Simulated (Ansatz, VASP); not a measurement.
## Bi2Se3 in VASP and in Ansatz

INCAR

```
SYSTEM = Bi2Se3
  PREC = Accurate
  ENCUT = 520
  EDIFF = 1E-7
  ISMEAR = -1
  SIGMA = 0.02
  LREAL = .FALSE.
  LASPH = .TRUE.
  NELM = 100
  ALGO = Normal
  ISIF = 2
  LWAVE = .FALSE.
  LCHARG = .TRUE.
  GGA = PE
  LELF = .TRUE.
  LVHAR = .TRUE.
  NBANDS = 32
```

The input KPOINTS:

```
Automatic mesh
0
G
  8 8 8
  0 0 0
```

POSCAR

```
Bi2Se3
1.0
    2.1747427475      1.2555883107      9.1893298377
   -2.1747427475      1.2555883107      9.1893298377
    0.0000000000     -2.5111766214      9.1893298377
Bi Se
2 3
Direct
    0.4003711628      0.4003711628      0.4003711628
    0.5996288372      0.5996288372      0.5996288372
    0.2136627272      0.2136627272      0.2136627272
    0.7863372728      0.7863372728      0.7863372728
    0.0000000000      0.0000000000      0.0000000000
```

Input for Ansatz:

```yaml
crystal:
  lattice:
    - [2.1747427475, 1.2555883107, 9.1893298377]
    - [-2.1747427475, 1.2555883107, 9.1893298377]
    - [0.0, -2.5111766214, 9.1893298377]
  atoms:
    - { symbol: Bi, position: [0.4003711628, 0.4003711628, 0.4003711628] }
    - { symbol: Bi, position: [0.5996288372, 0.5996288372, 0.5996288372] }
    - { symbol: Se, position: [0.2136627272, 0.2136627272, 0.2136627272] }
    - { symbol: Se, position: [0.7863372728, 0.7863372728, 0.7863372728] }
    - { symbol: Se, position: [0.0, 0.0, 0.0] }
kpoints:
  mp_grid: { grid: [8, 8, 8] }
  band_path:
    path:
      - [0.0, 0.0, 0.0]
      - [0.5, 0.5, 0.5]
      - [0.8233141804, 0.1766858196, 0.5]
      - [0.5, -0.1766858196, 0.1766858196]
      - [0.5, 0.0, 0.0]
      - [0.3383429098, -0.3383429098, 0.0]
      - [0.6616570902, 0.0, 0.3383429098]
      - [0.5, 0.0, 0.5]
    npoints: 1
hamiltonian:
  xc: pbe
scf:
  occupations: { method: fermi_dirac, width: 0.02 }
  n_extra_bands: 5
output:
  forces: true
  stress: true
  eigenvalues: true
  write_density: true
  write_potential: true
  elf: true
  volumetric_format: npy
```

Change from the starting cell: epitaxial_xy strain +5.0%.

Alike in both runs: task single point; functional PBE; k mesh 8 × 8 × 8; occupations fermi-dirac, width 0.02 eV; no spin polarisation.

|  | VASP | Ansatz |
| --- | --- | --- |
| version | VASP 6.6.1 | Ansatz 0.2.0 |
| potentials or method | VASP PAW PBE potentials, release 64 (Bi_d, Se) | plane waves, PAW |
| plane-wave cutoff (eV) | 520 | 420 |
| valence electrons in the cell | 48 | 78 |

|  | VASP | Ansatz | Ansatz less VASP |
| --- | --- | --- | --- |
| pressure (GPa) | -0.5 | -0.5 | -0.01 |
| traceless stress, the component that is largest in VASP (GPa) | 2.20 | 2.21 | +0.008 |
| rms of the force components (eV/Å) | 0.061 | 0.057 | -0.0039 |

Atom by atom the forces differ by 0.004 eV/Å (rms over components). VASP's potentials hold 48 valence electrons a cell and Ansatz's 78, so a difference there can come from the potentials and not from the codes.

Neither program's run includes spin-orbit coupling.
